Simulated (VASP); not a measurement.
PbI2: single point with PBEsol

The system is PbI2.

```
Pb I
1.0
     4.56408    0.00000    0.00000
    -2.28204    3.95261    0.00000
     0.00000    0.00000    7.04751
Pb I
1 2
Direct
  0.00000 0.00000 0.00000
  0.33333 0.66667 0.26671
  0.66667 0.33333 0.73329
```

```yaml
Program: VASP 6.6.1
Task: single point
Functional: PBEsol
Potentials_or_basis: VASP PAW PBE potentials, release 64 (Pb_d, I)
Cutoff: 500 eV
k_mesh: 6 × 6 × 4
Occupations: gaussian, width 0.01 eV
Spin: no spin polarisation
Dipole_correction: no
Further_INCAR_settings: ALGO = Normal; EDIFF = 1e-06; NBANDS = 21
```

```
Pressure               : -0.5 GPa
Largest force          : 0.110 eV/Å
Band gap on the k mesh : 2.13 eV
```

Forces on the atoms (eV/Å):
```
Pb   0.000  0.000  0.000
I    0.000  0.000 -0.110
I    0.000  0.000  0.110
```

Levels at points of the mesh, in eV from the valence-band top:
```tsv
k point	band 10	band 11	band 12	band 13	band 14	band 15	band 16	band 17	band 18	band 19
(0.00, 0.00, 0.00)	-0.97	-0.97	-0.89	-0.89	-0.74	2.40	3.30	3.30	6.22	7.30
(0.50, 0.00, 0.00)	-2.39	-2.03	-1.59	-0.75	-0.39	2.76	3.60	4.57	4.96	7.92
(0.00, 0.00, 0.50)	-1.11	-1.11	-0.71	-0.71	0.00	2.13	3.12	3.12	6.26	7.27
(0.50, 0.00, 0.50)	-1.82	-1.73	-1.35	-1.12	-0.70	3.10	3.63	4.04	5.67	7.41
```

Run time: 2.1 min on 1 thread of Intel Xeon 8259CL, with other jobs on the host, peak memory 0.27 GiB.

Caveat: the PAW data sets were made with another functional, which shifts forces and pressure a little; spin-orbit coupling is left out, which moves the levels of the heavy elements; this functional lacks dispersion, which binds the layers, so the pressure and a relaxed spacing across them are unreliable. A k mesh can miss the band edges.
